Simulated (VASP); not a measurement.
# Au in VASP: a series of runs

Runs on Au. Level: PBE. Tasks: single point, relaxation of cell and atoms.

All numbers are computed with VASP 6.6.1; they aren't measurements. Logs are shortened: lines on timing, memory, paths and dates and some standing lists are left out, and cuts for length are marked.

**1. The cell of the first run**

Symmetry: C2/m, No. 12, monoclinic system. The conventional cell has a = 4.902 Å, b = 2.955 Å, c = 2.877 Å, α = 90.00°, β = 124.02°, γ = 90.00°. Au (site symmetry 2/m) has 12 Au at 2.86 to 2.95 Å within 3.8 Å.

**2. Single point, PBE**

Contents of INCAR:

```
SYSTEM = Au
PREC = Accurate ; ENCUT = 520
EDIFF = 1E-6 ; ISMEAR = 0
SIGMA = 0.1 ; LREAL = .FALSE.
LASPH = .TRUE. ; NELM = 60
ALGO = Normal ; ISIF = 2
LWAVE = .FALSE. ; LCHARG = .FALSE.
GGA = PE ; NBANDS = 12
```

Contents of KPOINTS:

```
Automatic mesh
0
G
  8 8 8
  0 0 0
```

Contents of POSCAR:

```
Au
1.0
    2.4509105300     -1.4773150100      0.0000000000
    2.4509105300      1.4773150100      0.0000000000
   -1.6094534400      0.0000000000      2.3846352700
Au
1
Direct
    0.0000000000      0.0000000000      0.0000000000
```

Potentials or basis: VASP PAW PBE potentials, release 64 (Au).

The run is started by

```console
> cat potpaw_PBE.64/Au/POTCAR > POTCAR
> mpirun -np 1 vasp_std > vasp.out
```

OUTCAR:

```text
SYSTEM = Au
   PREC = Accurate
   ENCUT = 520
   EDIFF = 1E-6
   ISMEAR = 0
   LREAL = .FALSE.
   LASPH = .TRUE.
   NELM = 60
   ISIF = 2
   GGA = PE

 ion  position               nearest neighbor table
   1  0.000  0.000  0.000-

  LATTYP: Found a base centered monoclinic cell.
 ALAT       =     4.9018210600
 B/A-ratio  =     0.6027617051
 C/A-ratio  =     0.5869139777
 COS(beta)  =    -0.5594309781

  Lattice vectors:

 A1 = (   2.4509105300,  -1.4773150100,   0.0000000000)
 A2 = (   2.4509105300,   1.4773150100,   0.0000000000)
 A3 = (  -1.6094534400,   0.0000000000,   2.3846352700)

Analysis of symmetry for initial positions (statically):
=====================================================================
 Subroutine PRICEL returns:
 Original cell was already a primitive cell.

 Routine SETGRP: Setting up the symmetry group for a
 base centered monoclinic supercell.

 Subroutine GETGRP returns: Found  4 space group operations
 (whereof  4 operations were pure point group operations)
 out of a pool of  4 trial point group operations.

The static configuration has the point symmetry C_2h.

Analysis of symmetry for dynamics (positions and initial velocities):
=====================================================================
 Subroutine PRICEL returns:
 Original cell was already a primitive cell.

 Routine SETGRP: Setting up the symmetry group for a
 base centered monoclinic supercell.

 Subroutine GETGRP returns: Found  4 space group operations
 (whereof  4 operations were pure point group operations)
 out of a pool of  4 trial point group operations.

The dynamic configuration has the point symmetry C_2h.

 Subroutine INISYM returns: Found  4 space group operations
 (whereof  4 operations are pure point group operations),
 and found     1 'primitive' translations

----------------------------------------------------------------------------------------

                                     Primitive cell

  volume of cell :      17.2684

  direct lattice vectors                    reciprocal lattice vectors
     2.450910530 -1.477315010  0.000000000     0.204005815 -0.338451851  0.137688922
     2.450910530  1.477315010  0.000000000     0.204005815  0.338451851  0.137688922
    -1.609453440  0.000000000  2.384635270     0.000000000  0.000000000  0.419351342

  length of vectors
     2.861716629  2.861716629  2.876947296     0.418480905  0.418480905  0.419351342

  position of ions in fractional coordinates (direct lattice)
     0.000000000  0.000000000  0.000000000

  ion indices of the primitive-cell ions
   primitive index   ion index
                 1           1

----------------------------------------------------------------------------------------

 KPOINTS: Automatic mesh

Automatic generation of k-mesh.
 Grid dimensions read from file:
 generate k-points for:    8    8    8

 Generating k-lattice:

  Cartesian coordinates                     Fractional coordinates (reciprocal lattice)
     0.025500727 -0.042306481  0.017211115     0.125000000  0.000000000  0.000000000
     0.025500727  0.042306481  0.017211115     0.000000000  0.125000000  0.000000000
     0.000000000  0.000000000  0.052418918     0.000000000  0.000000000  0.125000000

  Length of vectors
     0.052310113  0.052310113  0.052418918

  Shift w.r.t. Gamma in fractional coordinates (k-lattice)
     0.000000000  0.000000000  0.000000000

 Subroutine IBZKPT returns following result:
 ===========================================

 Found    150 irreducible k-points:

 Following reciprocal coordinates:
            Coordinates               Weight
  0.000000  0.000000  0.000000      1.000000
  0.125000  0.000000  0.000000      4.000000
  0.250000  0.000000  0.000000      4.000000
  0.375000  0.000000  0.000000      4.000000
  0.500000  0.000000  0.000000      2.000000
  0.125000  0.125000  0.000000      2.000000
[... 16 lines left out ...]
  0.125000  0.000000  0.125000      4.000000
  0.250000  0.000000  0.125000      4.000000
 [... further k-points ...]
   k-points           NKPTS =    150   k-points in BZ     NKDIM =    150   number of bands    NBANDS=     12
   number of dos      NEDOS =    301   number of ions     NIONS =      1
   total plane-waves  NPLWV =  13824
   dimension x,y,z NGX =    24 NGY =   24 NGZ =   24
   dimension x,y,z NGXF=    48 NGYF=   48 NGZF=   48
   ions per type =               1
   NGX,Y,Z   is equivalent  to a cutoff of  13.94, 13.94, 13.87 a.u.
   NGXF,Y,Z  is equivalent  to a cutoff of  27.88, 27.88, 27.74 a.u.
 SYSTEM =  Au
   PREC   = accura    normal or accurate (medium, high low for compatibility)
   ISTART =      0    job   : 0-new  1-cont  2-samecut
   ICHARG =      2    charge: 1-file 2-atom 10-const
   ISPIN  =      1    spin polarized calculation?
   LNONCOLLINEAR =      F non collinear calculations
   LSORBIT =      F    spin-orbit coupling
   LASPH  =      T    aspherical Exc in radial PAW
   ENCUT  =  520.0 eV  38.22 Ry    6.18 a.u.   5.32  5.32  5.35*2*pi/ulx,y,z
   NELM   =     60;   NELMIN=  2; NELMDL= -5     # of ELM steps
   EDIFF  = 0.1E-05   stopping-criterion for ELM
   LREAL  =      F    real-space projection
   EDIFFG = 0.1E-04   stopping-criterion for IOM
   NSW    =      0    number of steps for IOM
   IBRION =     -1    ionic relax: 0-MD 1-quasi-New 2-CG
   NFREE  =      0    steps in history (QN), initial steepest desc. (CG)
   ISIF   =      2    stress and relaxation
   ISYM   =      2    0-nonsym 1-usesym 2-fastsym
   POTIM  = 0.5000    time-step for ionic-motion
   TEBEG  =    0.0;   TEEND  =   0.0 temperature during run
   PSTRESS=    0.0 pullay stress
   NELECT =      11.0000    total number of electrons
   NUPDOWN=      -1.0000    fix difference up-down
   EMIN   =  10.00;   EMAX   =-10.00  energy-range for DOS
   EFERMI =   0.00;   METHOD = LEGACY
   ISMEAR =     0;   SIGMA  =   0.10  broadening in eV -4-tet -1-fermi 0-gaus
   EFERMI_NEDOS =   21; number of points for ismear=-14 and -15
   IALGO  =     38    algorithm
   IMIX   =      4    mixing-type and parameters
     AMIX     =   0.40;   BMIX     =  1.00
     AMIX_MAG =   1.60;   BMIX_MAG =  1.00
  volume/ion in A,a.u.               =      17.27       116.53
  Fermi-wavevector in a.u.,A,eV,Ry     =   1.408602  2.661871 26.996120  1.984159
  Thomas-Fermi vector in A             =   2.530743
   LORBIT       =      0    0 simple, 1 ext, 2 COOP (PROOUT), +10 PAW based schemes
   GGA     = PE    functional components
   LHFCALC =     F    Hartree Fock is set to
   AEXX    =    0.0000 exact exchange contribution
   IVDW    =     0    specifies the selected vdW correction
   LEPSILON=     F    determine dielectric tensor
   LRPA    =     F    only Hartree local field effects (RPA)
 non-spin polarized calculation
 Gauss-broadening in eV      SIGMA  =   0.10
  energy-cutoff  :      520.00
  volume of cell :       17.27
 maximum number of plane-waves:       483
 NGX is ok and might be reduce to    24
   NGX = 11   NGY = 11   NGZ = 11

 number of electron      11.0000002 magnetization

 Free energy of the ion-electron system (eV)
  ---------------------------------------------------
  ext. energy  EPLUGINS =         0.00000000
  ---------------------------------------------------
  free energy    TOTEN  =        -3.17220628 eV

  energy without entropy =       -3.16879234  energy(sigma->0) =       -3.17049931

 E-fermi :   9.2675     XC(G=0): -12.6353

 val. band max:        9.2667959397   @ k =  -0.2500   0.1250   0.3750
 cond. band min:       9.2942859434   @ k =  -0.1250   0.5000   0.2500
 fundamental gap:      0.0274900037
 Fermi energy:         9.2675146373

 k-point     1 :       0.0000    0.0000    0.0000
  band No.  band energies     occupation
      1      -0.4617      2.00000
      2       4.4578      2.00000
      3       4.5545      2.00000
      4       4.8630      2.00000
      5       6.0709      2.00000
      6       6.1983      2.00000
      7      23.7618      0.00000
      8      27.2220      0.00000
      9      27.4296      0.00000
     10      28.5814      0.00000
     11      32.5636      0.00000
     12      36.6618      0.00000

 k-point     2 :       0.1250    0.0000    0.0000
  band No.  band energies     occupation
      1       0.0507      2.00000
      2       4.3935      2.00000
      3       4.6598      2.00000
      4       4.9769      2.00000
      5       6.0388      2.00000
      6       6.1473      2.00000
      7      24.0118      0.00000
      8      25.0633      0.00000
      9      28.0084      0.00000
     10      28.9835      0.00000
     11      32.4652      0.00000
     12      34.4151      0.00000

 k-point     3 :       0.2500    0.0000    0.0000
  band No.  band energies     occupation
      1       1.2717      2.00000
      2       4.4793      2.00000
      3       4.7226      2.00000
      4       5.0751      2.00000
      5       6.2974      2.00000
      6       6.3346      2.00000
      7      20.0643      0.00000
      8      24.8431      0.00000
      9      28.8749      0.00000
     10      29.5906      0.00000
     11      30.9716      0.00000
     12      31.9301      0.00000

 k-point     4 :       0.3750    0.0000    0.0000
  band No.  band energies     occupation
      1       1.9685      2.00000
      2       4.5391      2.00000
      3       4.8957      2.00000
      4       6.1038      2.00000
      5       6.8494      2.00000
      6       7.0168      2.00000
      7      15.2481      0.00000
      8      23.8323      0.00000
      9      27.2305      0.00000
     10      27.7647      0.00000
     11      32.9089      0.00000
     12      33.1896      0.00000

 k-point     5 :       0.5000    0.0000    0.0000
  band No.  band energies     occupation
      1       2.0238      2.00000
      2       4.4326      2.00000
      3       4.7963      2.00000
      4       7.1456      2.00000
      5       7.3693      2.00000
      6       8.2709      2.00000
      7      12.1041      0.00000
      8      23.3387      0.00000
      9      26.2824      0.00000
     10      26.7550      0.00000
     11      33.9183      0.00000
     12      34.2546      0.00000
[... 228 lines left out ...]
      1       2.3186      2.00000
      2       2.6311      2.00000
      3       7.2249      2.00000
      4       7.5901      2.00000
      5       7.6467      2.00000
      6      10.4827      0.00000
      7      15.1561      0.00000
      8      18.5920      0.00000
      9      19.5544      0.00000
     10      26.1140      0.00000
     11      28.8197      0.00000
     12      36.3886      0.00000

 k-point    22 :       0.0000    0.0000    0.1250
  band No.  band energies     occupation
      1       0.0531      2.00000
      2       4.4330      2.00000
      3       4.5768      2.00000
      4       5.0265      2.00000
      5       6.0396      2.00000
      6       6.1394      2.00000
      7      24.0609      0.00000
      8      25.0776      0.00000
      9      27.8508      0.00000
     10      29.0740      0.00000
     11      32.4984      0.00000
     12      34.2669      0.00000

 k-point    23 :       0.1250    0.0000    0.1250
  band No.  band energies     occupation
      1       0.8417      2.00000
      2       4.1820      2.00000
      3       4.7688      2.00000
      4       5.2274      2.00000
      5       5.8153      2.00000
      6       6.4709      2.00000
      7      22.9572      0.00000
      8      24.0446      0.00000
      9      27.2329      0.00000
     10      29.4234      0.00000
     11      30.9171      0.00000
     12      34.3362      0.00000

 k-point    24 :       0.2500    0.0000    0.1250
  band No.  band energies     occupation
      1       2.0616      2.00000
      2       4.2925      2.00000
      3       4.6994      2.00000
      4       5.2457      2.00000
      5       6.0791      2.00000
      6       7.3043      2.00000
      7      18.6952      0.00000
      8      23.2657      0.00000
      9      26.3387      0.00000
     10      29.6783      0.00000
     11      30.4830      0.00000
     12      33.4378      0.00000

 [... further k-points ...]
[... 5 lines left out ...]
  --------------------------------------------------------------------------------------
  -------------------------------------------------------------------------------------
  Total        0.7060121      0.7389799      0.7998699      0.0000000      0.0000000     -0.0501586
  in kB       65.5043625     68.5631379     74.2125631      0.0000000      0.0000000     -4.6537590
  external PRESSURE =      69.4266878 kB  Pullay stress =       0.0000000 kB

 VOLUME and BASIS-vectors are now :
 -----------------------------------------------------------------------------
  energy-cutoff  :      520.00
  volume of cell :       17.27
      direct lattice vectors                 reciprocal lattice vectors
     2.450910530 -1.477315010  0.000000000     0.204005815 -0.338451851  0.137688922
     2.450910530  1.477315010  0.000000000     0.204005815  0.338451851  0.137688922
    -1.609453440  0.000000000  2.384635270     0.000000000  0.000000000  0.419351342

 POSITION                                       TOTAL-FORCE (eV/Angst)
 -----------------------------------------------------------------------------------
      0.00000      0.00000      0.00000        -0.000000     -0.000000      0.000000
 -----------------------------------------------------------------------------------
    total drift:                               -0.000000     -0.000000      0.000000

  FREE ENERGIE OF THE ION-ELECTRON SYSTEM (eV)
  ---------------------------------------------------
  free  energy   TOTEN  =        -3.1722062784 eV

  energy  without entropy=       -3.1687923416  energy(sigma->0) =       -3.17049931
```

It took 8.1 s on 1 thread of Intel Xeon 6975P-C (Granite Rapids), shared host; peak memory 0.16 GiB.

Results:

- Free energy: -3.1722 eV
- Pressure: 6.9 GPa
- Band gap on the k mesh: zero (an odd number of electrons rules out a gap without spin polarisation)

Caveat: the cell stands under pressure; spin-orbit coupling is left out, which moves the levels of the heavy elements.

**3. Relaxation of cell and atoms, PBE**

Contents of INCAR:

```
SYSTEM = Au
ALGO = Normal
EDIFF = 1E-6
EDIFFG = -0.04
ENCUT = 600
GGA = PE
IBRION = 2
ISIF = 3
ISMEAR = 0
LASPH = .True.
LCHARG = .False.
LREAL = .False.
LWAVE = .False.
NELM = 60
NSW = 90
PREC = Accurate
SIGMA = 0.1
```

Contents of KPOINTS:

```
k-points
0
Gamma
  8 8 8
  0 0 0
```

POSCAR is that of step 2.

Potentials or basis: VASP PAW PBE potentials, release 64 (Au).

The run is started by

```console
> cat potpaw_PBE.64/Au/POTCAR > POTCAR
> mpirun -np 1 vasp_std > vasp.out
```

OUTCAR:

```text
SYSTEM = Au
   EDIFF = 1E-6
   EDIFFG = -0.04
   ENCUT = 600
   GGA = PE
   IBRION = 2
   ISIF = 3
   ISMEAR = 0
   LASPH = .True.
   LREAL = .False.
   NELM = 60
   NSW = 90
   PREC = Accurate

 ion  position               nearest neighbor table
   1  0.000  0.000  0.000-

  LATTYP: Found a base centered monoclinic cell.
 ALAT       =     4.9018210600
 B/A-ratio  =     0.6027617051
 C/A-ratio  =     0.5869139777
 COS(beta)  =    -0.5594309781

  Lattice vectors:

 A1 = (   2.4509105300,  -1.4773150100,   0.0000000000)
 A2 = (   2.4509105300,   1.4773150100,   0.0000000000)
 A3 = (  -1.6094534400,   0.0000000000,   2.3846352700)

Analysis of symmetry for initial positions (statically):
=====================================================================
 Subroutine PRICEL returns:
 Original cell was already a primitive cell.

 Routine SETGRP: Setting up the symmetry group for a
 base centered monoclinic supercell.

 Subroutine GETGRP returns: Found  4 space group operations
 (whereof  4 operations were pure point group operations)
 out of a pool of  4 trial point group operations.

The static configuration has the point symmetry C_2h.

Analysis of symmetry for dynamics (positions and initial velocities):
[... 261 lines left out ...]
[... ionic steps 4 to 9 ...]

--------------------------------------- Ionic step       10  -------------------------------------------

 number of electron      11.0000002 magnetization

------------------------ aborting loop because EDIFF is reached ----------------------------------------
[... 65 lines left out ...]
--------------------------------------- Ionic step       12  -------------------------------------------

 number of electron      11.0000002 magnetization

 Free energy of the ion-electron system (eV)
  ---------------------------------------------------
  ext. energy  EPLUGINS =         0.00000000
  ---------------------------------------------------
  free energy    TOTEN  =        -3.19569448 eV

  energy without entropy =       -3.19394907  energy(sigma->0) =       -3.19482177

 E-fermi :   8.6272     XC(G=0): -12.3544

 val. band max:        8.6259449584   @ k =  -0.1250   0.5000   0.1250
 cond. band min:       8.6548668197   @ k =  -0.3750   0.5000   0.3750
 fundamental gap:      0.0289218613
 Fermi energy:         8.6272255534

 k-point     1 :       0.0000    0.0000    0.0000
  band No.  band energies     occupation
      1      -0.7402      2.00000
      2       3.7626      2.00000
      3       3.7951      2.00000
      4       4.6870      2.00000
      5       5.2480      2.00000
      6       5.7908      2.00000
      7      22.9257      0.00000
      8      25.6351      0.00000
      9      26.4921      0.00000
[... 265 lines left out ...]
 k-point    24 :       0.2500    0.0000    0.1250
  band No.  band energies     occupation
      1       1.6862      2.00000
      2       3.7003      2.00000
      3       3.9935      2.00000
      4       5.0037      2.00000
      5       5.5342      2.00000
      6       6.4902      2.00000
      7      17.8296      0.00000
      8      21.0128      0.00000
      9      25.6392      0.00000

 [... further k-points ...]
[... 5 lines left out ...]
  --------------------------------------------------------------------------------------
  -------------------------------------------------------------------------------------
  Total        0.0010569      0.0211537     -0.0379527      0.0000000      0.0000000     -0.0038634
  in kB        0.0935800      1.8729317     -3.3602951      0.0000000      0.0000000     -0.3420588
  external PRESSURE =      -0.4645945 kB  Pullay stress =       0.0000000 kB
[... 16 lines left out ...]
  FREE ENERGIE OF THE ION-ELECTRON SYSTEM (eV)
  ---------------------------------------------------
  free  energy   TOTEN  =        -3.1956944790 eV

  energy  without entropy=       -3.1939490660  energy(sigma->0) =       -3.19482177

 reached required accuracy - stopping structural energy minimisation
```

CONTCAR:

```text
Au
   1.00000000000000
     2.3929117087553231   -1.5085664648928243   -0.0700818351190008
     2.3929117087553231    1.5085664648928243   -0.0700818351190008
    -1.6395854085040940    0.0000000000000000    2.5544438412453654
  Au
     1
Direct
     0.0000000000000000    1.0000000000000000    0.0000000000000000

  0.00000000E+00  0.00000000E+00  0.00000000E+00
```

Run time: 47 s. Hardware: 1 thread of Intel Xeon 6975P-C (Granite Rapids), shared host; peak memory 0.17 GiB.

Results:

```
Free energy                           : -3.1957 eV
Relaxed volume                        : 18.10 Å³/atom
Relaxed cell                          : a = 2.830 Å, b = 2.830 Å, c = 3.035 Å, α = 118.53°, β = 118.53°, γ = 64.44°
Space group after relaxing (to 0.1 Å) : C2/m (No. 12)
Energy gained by relaxing             : 23.5 meV/atom
Ionic steps                           : 12
Pressure after relaxing               : 0.0 GPa
Band gap on the k mesh                : zero (an odd number of electrons rules out a gap without spin polarisation)
```

Stress tensor (GPa, compression positive):
```
 0.01  0.00 -0.03
 0.00  0.19  0.00
-0.03  0.00 -0.34
```

Step by step:
```tsv
step	energy change (eV)	largest force (eV/Å)	pressure (GPa)	volume (Å³)
1	0.0000	0.0000	7.03	17.27
2	0.0124	0.0000	-7.33	19.23
3	-0.0165	0.0000	-0.13	18.07
4	-0.0165	0.0000	-0.02	18.05
5	-0.0171	0.0000	-0.02	18.05
6	-0.0191	0.0000	-0.03	18.05
7	-0.0229	0.0000	0.15	18.05
8	-0.0158	0.0000	1.72	17.99
9	-0.0234	0.0000	0.28	18.04
10	-0.0234	0.0000	0.40	18.04
11	-0.0218	0.0000	-1.95	18.36
12	-0.0235	0.0000	-0.05	18.10
```

Final structure:
```yaml
crystal:
  lattice:
    - [2.39291, -1.50857, -0.07008]
    - [2.39291, 1.50857, -0.07008]
    - [-1.63959, 0.00000, 2.55444]
  atoms:
    - { symbol: Au, position: [0.00000, 0.00000, 0.00000] }
```

Caveat: spin-orbit coupling is left out, which moves the levels of the heavy elements.

[end of part 1 of 2]
